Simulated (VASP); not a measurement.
Wanted: the native input for a VASP 6.6.1 run.

```
Task                               : single point
Functional                         : HSE06
Potentials or basis                : VASP PAW PBE potentials, release 64 (Tl_d, Br)
Cutoff                             : 400 eV
k mesh                             : 4 × 4 × 4
Occupations                        : gaussian, width 0.2 eV
Spin                               : no spin polarisation
Dipole correction                  : no
Grid for exact exchange (PRECFOCK) : Normal
Further INCAR settings             : ALGO = Normal; EDIFF = 1e-06; NBANDS = 17
Share of exact exchange            : 0.25
Screening parameter                : 0.2079 1/Å
```

Crystal: TlBr.

```
Tl Br
1.0
     3.94619    0.00000    0.00000
     0.00000    3.94619    0.00000
     0.00000    0.00000    3.94619
Tl Br
1 1
Cartesian
  0.0000 0.0000 0.0000
  1.9731 1.9731 1.9731
```

One way to write it, as run:

POSCAR

```
TlBr
1.0
    3.9461933146      0.0000000000      0.0000000000
    0.0000000000      3.9461933146      0.0000000000
    0.0000000000      0.0000000000      3.9461933146
Tl Br
1 1
Direct
    0.0000000000      0.0000000000      0.0000000000
    0.5000000000      0.5000000000      0.5000000000
```

INCAR.step1

```
SYSTEM = TlBr
PREC = Accurate
ENCUT = 400
EDIFF = 1E-5
ISMEAR = 0
SIGMA = 0.2
LREAL = .False.
LASPH = .True.
NELM = 120
ALGO = Normal
ISIF = 2
LWAVE = .True.
NBANDS = 17
GGA = PE
GGA_COMPAT = .False.
```

INCAR.step2

```
SYSTEM = TlBr
PREC = Accurate
ENCUT = 400
EDIFF = 1E-6
ISMEAR = 0
SIGMA = 0.2
LREAL = .False.
LASPH = .True.
NELM = 120
ALGO = Normal
ISIF = 2
LWAVE = .False.
LCHARG = .True.
GGA = PE
LHFCALC = .True.
HFSCREEN = 0.2079
PRECFOCK = Normal
LELF = .True.
LVHAR = .True.
NBANDS = 17
ISTART = 1
GGA_COMPAT = .False.
```

KPOINTS

```
regular mesh
0
Gamma
  4 4 4
  0 0 0
```

Potentials or basis: VASP PAW PBE potentials, release 64 (Tl_d, Br).

Command:

```sh
$ cat potpaw_PBE.64/Tl_d/POTCAR potpaw_PBE.64/Br/POTCAR > POTCAR
$ cp INCAR.step1 INCAR
$ mpirun -np 1 vasp_std > vasp.out
$ cp INCAR.step2 INCAR
$ mpirun -np 1 vasp_std > vasp.out
```

It gave:

The pressure is 1.6 GPa and the band gap on the k mesh is 2.47 eV.

Caveat: the PAW data sets were made with another functional, which shifts forces and pressure a little; spin-orbit coupling is left out, which moves the levels of the heavy elements.

It took 12 min on 1 thread of AMD EPYC 7R13, on a shared host, peak memory 0.23 GiB.
